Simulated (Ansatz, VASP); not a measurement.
## Two plane-wave programs on BN

```
B N
1.0
     0.04738    1.80481    1.80481
     1.80481    0.04738    1.80481
     1.85219    1.85219    0.00000
B N
1 1
Direct
  0.00000 0.00000 0.00000
  0.75000 0.75000 0.75000
```

Change from the starting cell: strain +0.0525 x Voigt [0, 0, 0, 0, 0, 1], atoms carried along.

Alike in both runs: task single point; functional r2SCAN; k mesh 12 × 12 × 12; occupations gaussian, width 0.05 eV; no spin polarisation.

```csv
,VASP,Ansatz
version,VASP 6.6.1,Ansatz 0.2.0
potentials or method,"VASP PAW PBE potentials, release 64 (B, N), cutoff 520 eV","scalar-relativistic, plane waves, PAW"
valence electrons in the cell,8,8
```

|  | VASP | Ansatz | Ansatz less VASP |
| --- | --- | --- | --- |
| gap on the k mesh at the Fermi level (eV) | 4.69 | 4.72 | +0.020 |
| least direct gap on the mesh (eV) | 8.74 | 8.77 | +0.034 |
| pressure (GPa) | 2.5 | 1.3 | -1.12 |
| traceless stress, the component that is largest in VASP (GPa) | -24.79 | -24.64 | +0.151 |
| rms of the force components (eV/Å) | 0.032 | 0.026 | -0.0068 |

VASP's potentials were made for PBE, not for r2SCAN. Atom by atom the forces differ by 0.007 eV/Å (rms over components).
